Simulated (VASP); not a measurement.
# SnSe2 (P-3m1) in VASP: notebook

Runs on SnSe2. Level: PBE. Tasks: single point, relaxation of cell and atoms.

Everything below comes from runs of VASP 6.6.1. Logs are shortened: lines on timing, memory, paths and dates and some standing lists are left out, and cuts for length are marked.

### 1 The cell of the first run

It takes space group P-3m1 (No. 164, trigonal). Conventional cell: a = 3.876 Å, b = 3.876 Å, c = 6.786 Å, α = 90.00°, β = 90.00°, γ = 120.00°. Sn (site symmetry -3m) has 6 Se at 2.75 Å within 3.6 Å. Se (site symmetry 3m) has 3 Sn at 2.75 Å within 3.6 Å.

### 2 Single point, PBE

The input, INCAR:

```
PREC     = Accurate       # precision mode
ENCUT    = 500            # plane-wave cutoff, eV
EDIFF    = 1E-6           # SCF threshold, eV
ISMEAR   = 0              # smearing method
SIGMA    = 0.1            # smearing width, eV
LREAL    = False          # projectors in reciprocal space
LASPH    = True           # aspherical terms in the spheres
NELM     = 120            # most SCF steps
ALGO     = Normal         # electronic algorithm
ISIF     = 2              # what is computed and relaxed
LWAVE    = False          # write WAVECAR
LCHARG   = False          # write CHGCAR
GGA      = PE             # functional
NBANDS   = 20             # bands
GGA_COMPAT= False
```

The input, KPOINTS:

```
regular mesh
0
Gamma
  6 6 4
```

The input, POSCAR:

```
SnSe2
1.0
    3.8762839969      0.0000000000      0.0000000000
   -1.9381419985      3.3569604136      0.0000000000
    0.0000000000      0.0000000000      6.7855485611
Sn Se
1 2
Direct
    0.0000000000      0.0000000000      0.0000000000
    0.3333333333      0.6666666667      0.2344250543
    0.6666666667      0.3333333333      0.7655749457
```

Potentials or basis: VASP PAW PBE potentials, release 64 (Sn_d, Se).

Started as:

```bash
> cat potpaw_PBE.64/Sn_d/POTCAR potpaw_PBE.64/Se/POTCAR > POTCAR
> mpirun -np 1 vasp_std > vasp.out
```

OUTCAR:

```text
PREC = Accurate
   ENCUT = 500
   EDIFF = 1E-6
   ISMEAR = 0
   LREAL = False
   LASPH = True
   NELM = 120
   ISIF = 2
   GGA = PE

 ion  position               nearest neighbor table
   1  0.000  0.000  0.000-   2 2.75   3 2.75   3 2.75   2 2.75   3 2.75   2 2.75
   2  0.333  0.667  0.234-   1 2.75   1 2.75   1 2.75
   3  0.667  0.333  0.766-   1 2.75   1 2.75   1 2.75

  LATTYP: Found a hexagonal cell.
 ALAT       =     3.8762839969
 C/A-ratio  =     1.7505292611

  Lattice vectors:

 A1 = (   3.8762839969,   0.0000000000,   0.0000000000)
 A2 = (  -1.9381419985,   3.3569604136,   0.0000000000)
 A3 = (   0.0000000000,   0.0000000000,   6.7855485611)

Analysis of symmetry for initial positions (statically):
=====================================================================
 Subroutine PRICEL returns:
 Original cell was already a primitive cell.

 Routine SETGRP: Setting up the symmetry group for a
 hexagonal supercell.

 Subroutine GETGRP returns: Found 12 space group operations
 (whereof 12 operations were pure point group operations)
 out of a pool of 24 trial point group operations.

The static configuration has the point symmetry D_3d.

Analysis of symmetry for dynamics (positions and initial velocities):
=====================================================================
 Subroutine PRICEL returns:
 Original cell was already a primitive cell.

 Routine SETGRP: Setting up the symmetry group for a
 hexagonal supercell.

 Subroutine GETGRP returns: Found 12 space group operations
 (whereof 12 operations were pure point group operations)
 out of a pool of 24 trial point group operations.

The dynamic configuration has the point symmetry D_3d.

 Subroutine INISYM returns: Found 12 space group operations
 (whereof 12 operations are pure point group operations),
 and found     1 'primitive' translations

----------------------------------------------------------------------------------------

                                     Primitive cell

  volume of cell :      88.2972

  direct lattice vectors                    reciprocal lattice vectors
     3.876283997  0.000000000  0.000000000     0.257979034  0.148944265  0.000000000
[... 79 lines left out ...]
   ISTART =      0    job   : 0-new  1-cont  2-samecut
   ICHARG =      2    charge: 1-file 2-atom 10-const
   ISPIN  =      1    spin polarized calculation?
   LNONCOLLINEAR =      F non collinear calculations
   LSORBIT =      F    spin-orbit coupling
   LASPH  =      T    aspherical Exc in radial PAW
   ENCUT  =  500.0 eV  36.75 Ry    6.06 a.u.   7.07  7.07 12.37*2*pi/ulx,y,z
   NELM   =    120;   NELMIN=  2; NELMDL= -5     # of ELM steps
   EDIFF  = 0.1E-05   stopping-criterion for ELM
   LREAL  =      F    real-space projection
   EDIFFG = 0.1E-04   stopping-criterion for IOM
   NSW    =      0    number of steps for IOM
   IBRION =     -1    ionic relax: 0-MD 1-quasi-New 2-CG
   NFREE  =      0    steps in history (QN), initial steepest desc. (CG)
   ISIF   =      2    stress and relaxation
   ISYM   =      2    0-nonsym 1-usesym 2-fastsym
   POTIM  = 0.5000    time-step for ionic-motion
   TEBEG  =    0.0;   TEEND  =   0.0 temperature during run
   PSTRESS=    0.0 pullay stress
   NELECT =      26.0000    total number of electrons
   NUPDOWN=      -1.0000    fix difference up-down
   EMIN   =  10.00;   EMAX   =-10.00  energy-range for DOS
   EFERMI =   0.00;   METHOD = LEGACY
   ISMEAR =     0;   SIGMA  =   0.10  broadening in eV -4-tet -1-fermi 0-gaus
   EFERMI_NEDOS =   21; number of points for ismear=-14 and -15
   IALGO  =     38    algorithm
   IMIX   =      4    mixing-type and parameters
     AMIX     =   0.40;   BMIX     =  1.00
     AMIX_MAG =   1.60;   BMIX_MAG =  1.00
  volume/ion in A,a.u.               =      29.43       198.62
  Fermi-wavevector in a.u.,A,eV,Ry     =   1.089140  2.058176 16.139582  1.186226
  Thomas-Fermi vector in A             =   2.225337
   LORBIT       =      0    0 simple, 1 ext, 2 COOP (PROOUT), +10 PAW based schemes
   GGA     = PE    functional components
   LHFCALC =     F    Hartree Fock is set to
   AEXX    =    0.0000 exact exchange contribution
   IVDW    =     0    specifies the selected vdW correction
   LEPSILON=     F    determine dielectric tensor
   LRPA    =     F    only Hartree local field effects (RPA)
 non-spin polarized calculation
 Gauss-broadening in eV      SIGMA  =   0.10
  energy-cutoff  :      500.00
  volume of cell :       88.30
 maximum number of plane-waves:      2265
   NGX = 15   NGY = 15   NGZ = 25

 number of electron      26.0000014 magnetization

 Free energy of the ion-electron system (eV)
  ---------------------------------------------------
  ext. energy  EPLUGINS =         0.00000000
  ---------------------------------------------------
  free energy    TOTEN  =       -11.86284410 eV

  energy without entropy =      -11.86284408  energy(sigma->0) =      -11.86284409

 E-fermi :   3.1397     XC(G=0):  -8.7556

 val. band max:        2.7794437977   @ k =   0.1667  -0.0000   0.0000
 cond. band min:       3.4819954902   @ k =   0.5000   0.0000   0.5000
 fundamental gap:      0.7025516925
 Fermi energy:         3.1396852002

 k-point     1 :       0.0000    0.0000    0.0000
  band No.  band energies     occupation
      1     -18.3393      2.00000
      2     -18.3393      2.00000
      3     -18.3091      2.00000
      4     -18.2991      2.00000
      5     -18.2991      2.00000
      6     -10.5826      2.00000
[... 541 lines left out ...]
     19      11.6680      0.00000
     20      11.8375      0.00000

------------------------ aborting loop because EDIFF is reached ----------------------------------------

  FORCE on cell =-STRESS in cart. coord.  units (eV):
  Direction    XX          YY          ZZ          XY          YZ          ZX
  --------------------------------------------------------------------------------------
  -------------------------------------------------------------------------------------
  Total        0.0678000      0.0678000      0.1230445     -0.0000000      0.0000000      0.0000000
  in kB        1.2302507      1.2302507      2.2326771     -0.0000000      0.0000000      0.0000000
  external PRESSURE =       1.5643928 kB  Pullay stress =       0.0000000 kB

 VOLUME and BASIS-vectors are now :
 -----------------------------------------------------------------------------
  energy-cutoff  :      500.00
  volume of cell :       88.30
      direct lattice vectors                 reciprocal lattice vectors
     3.876283997  0.000000000  0.000000000     0.257979034  0.148944265  0.000000000
    -1.938141998  3.356960414  0.000000000     0.000000000  0.297888529  0.000000000
     0.000000000  0.000000000  6.785548561     0.000000000  0.000000000  0.147372020

 POSITION                                       TOTAL-FORCE (eV/Angst)
 -----------------------------------------------------------------------------------
      0.00000      0.00000      0.00000         0.000000      0.000000      0.000000
     -0.00000      2.23797      1.59070        -0.000000     -0.000000      0.020915
      1.93814      1.11899      5.19485         0.000000      0.000000     -0.020915
 -----------------------------------------------------------------------------------
    total drift:                               -0.000000      0.000000      0.000000

  FREE ENERGIE OF THE ION-ELECTRON SYSTEM (eV)
  ---------------------------------------------------
  free  energy   TOTEN  =       -11.8628440983 eV

  energy  without entropy=      -11.8628440784  energy(sigma->0) =      -11.86284409
```

OSZICAR:

```text
N       E                     dE             d eps       ncg     rms          rms(c)
DAV:   1     0.200848285178E+03    0.20085E+03   -0.11699E+04   976   0.137E+03
DAV:   2     0.107471412242E+02   -0.19010E+03   -0.18346E+03  1072   0.356E+02
DAV:   3    -0.113595061118E+02   -0.22107E+02   -0.21822E+02  1172   0.111E+02
DAV:   4    -0.121168081152E+02   -0.75730E+00   -0.75625E+00  1124   0.224E+01
DAV:   5    -0.121360075583E+02   -0.19199E-01   -0.19198E-01  1376   0.366E+00    0.468E+00
DAV:   6    -0.118774366044E+02    0.25857E+00   -0.55734E-01  1412   0.739E+00    0.300E+00
DAV:   7    -0.118622165914E+02    0.15220E-01   -0.14833E-01  1120   0.234E+00    0.998E-01
DAV:   8    -0.118622276838E+02   -0.11092E-04   -0.12165E-02  1220   0.994E-01    0.260E-01
DAV:   9    -0.118627872131E+02   -0.55953E-03   -0.15021E-03  1064   0.304E-01    0.810E-02
DAV:  10    -0.118628111093E+02   -0.23896E-04   -0.12963E-04  1212   0.769E-02    0.310E-02
DAV:  11    -0.118628440493E+02   -0.32940E-04   -0.46681E-05  1032   0.389E-02    0.106E-02
DAV:  12    -0.118628440983E+02   -0.48941E-07   -0.32225E-06  1208   0.115E-02
   1 F= -.11862844E+02 E0= -.11862844E+02  d E =-.198215E-07
```

It took 56 s on 1 thread of Intel Xeon 8259CL, shared host; peak memory 0.2 GiB.

What came out:

```yaml
Free_energy: -11.8628 eV
Pressure: 0.2 GPa
Largest_force: 0.021 eV/Å
Band_gap_on_the_k_mesh: 0.70 eV, indirect (least direct gap 1.11 eV)
```

Forces on the atoms (eV/Å):
```
Sn   0.000  0.000  0.000
Se   0.000  0.000  0.021
Se   0.000  0.000 -0.021
```

Caveat: spin-orbit coupling is left out, which moves the levels of the heavy elements; this functional lacks dispersion, which binds the layers, so the pressure and a relaxed spacing across them are unreliable.

### 3 Relaxation of cell and atoms, PBE

This run uses another cell than the first one, of 25.73 Å³/atom, 0.874 times its volume.

The input, INCAR:

```
  PREC = Accurate
  ENCUT = 500
  EDIFF = 1E-7
  ISMEAR = 0
  SIGMA = 0.1
  LREAL = False
  LASPH = True
  NELM = 120
  ALGO = Normal
  ISIF = 3
  LWAVE = False
  LCHARG = False
  GGA = PE
  IBRION = 2
  NSW = 100
  EDIFFG = -0.05
  GGA_COMPAT = False
  NELMIN = 4
```

KPOINTS is that of step 2.

The input, POSCAR:

```
SnSe2
1.0
    3.8110000000      0.0000000000      0.0000000000
   -1.9055000000      3.3004228138      0.0000000000
    0.0000000000      0.0000000000      6.1360000000
Sn Se
1 2
Direct
    0.0000000000      0.0000000000      0.0000000000
    0.3333333333      0.6666666667      0.2490000000
    0.6666666667      0.3333333333      0.7510000000
```

Potentials or basis: VASP PAW PBE potentials, release 64 (Sn_d, Se).

Started as:

```bash
> cat potpaw_PBE.64/Sn_d/POTCAR potpaw_PBE.64/Se/POTCAR > POTCAR
> mpirun -np 1 vasp_std > vasp.out
```

It took 6.9 min on 1 thread of Intel Xeon 8259CL, shared host; peak memory 0.21 GiB.

The run converged. Its results:

```
Free energy                            : -11.8606 eV
Relaxed volume                         : 29.27 Å³/atom
Relaxed cell                           : a = 3.886 Å, b = 3.886 Å, c = 6.714 Å, α = 90.00°, β = 90.00°, γ = 120.00°
Space group after relaxing (to 0.05 Å) : P-3m1 (No. 164)
Energy gained by relaxing              : 41.1 meV/atom
Ionic steps                            : 12
Pressure after relaxing                : -0.1 GPa
Largest force after relaxing           : 0.006 eV/Å
Band gap on the k mesh                 : 0.71 eV, indirect (least direct gap 1.11 eV)
```

Forces on the atoms (eV/Å):
```
Sn   0.000  0.000  0.000
Se   0.000  0.000 -0.006
Se   0.000  0.000  0.006
```

Stress tensor (GPa, compression positive):
```
-0.18  0.00  0.00
 0.00 -0.18  0.00
 0.00  0.00  0.11
```

The path:
```tsv
step	energy change (eV)	largest force (eV/Å)	pressure (GPa)	volume (Å³)
1	0.0000	0.7963	5.65	77.18
2	-0.0417	0.6328	-3.31	87.77
3	-0.1089	0.0725	0.01	82.79
4	-0.1089	0.0575	0.10	82.67
5	-0.1099	0.0662	0.11	82.79
6	-0.1123	0.0920	0.14	83.13
7	-0.1135	0.1436	0.22	83.78
8	-0.1137	0.1273	0.19	83.59
9	-0.1145	0.1224	0.18	83.78
10	-0.1167	0.1066	0.12	84.35
11	-0.1201	0.0744	0.03	85.50
12	-0.1234	0.0061	-0.08	87.81
```

Final structure:
```yaml
crystal:
  lattice:
    - [3.88615, 0.00000, 0.00000]
    - [-1.94308, 3.36551, 0.00000]
    - [0.00000, 0.00000, 6.71398]
  atoms:
    - { symbol: Sn, position: [0.00000, 0.00000, 0.00000] }
    - { symbol: Se, position: [0.33333, 0.66667, 0.23687] }
    - { symbol: Se, position: [0.66667, 0.33333, 0.76313] }
```

Levels at points of the mesh, in eV from the valence-band top:
```csv
k point,band 9,band 10,band 11,band 12,band 13,band 14,band 15,band 16,band 17
"(0.00, 0.00, 0.00)",-0.48,-0.48,-0.32,-0.15,-0.15,0.99,3.06,4.58,4.58
"(0.50, 0.00, 0.00)",-4.09,-2.43,-2.20,-0.84,-0.25,0.99,3.85,5.48,5.66
"(0.00, 0.00, 0.50)",-1.59,-0.52,-0.52,-0.09,-0.09,2.06,2.97,4.46,4.46
"(0.50, 0.00, 0.50)",-4.30,-2.13,-1.94,-0.62,-0.42,0.71,4.23,4.88,5.83
```

Caveat: spin-orbit coupling is left out, which moves the levels of the heavy elements; this functional lacks dispersion, which binds the layers, so the pressure and a relaxed spacing across them are unreliable; the volume moved by +14 % from the deposited cell, more than functionals usually miss; the relaxation stopped at a loose force limit of 0.05 eV/Å, so its end isn't a converged minimum.
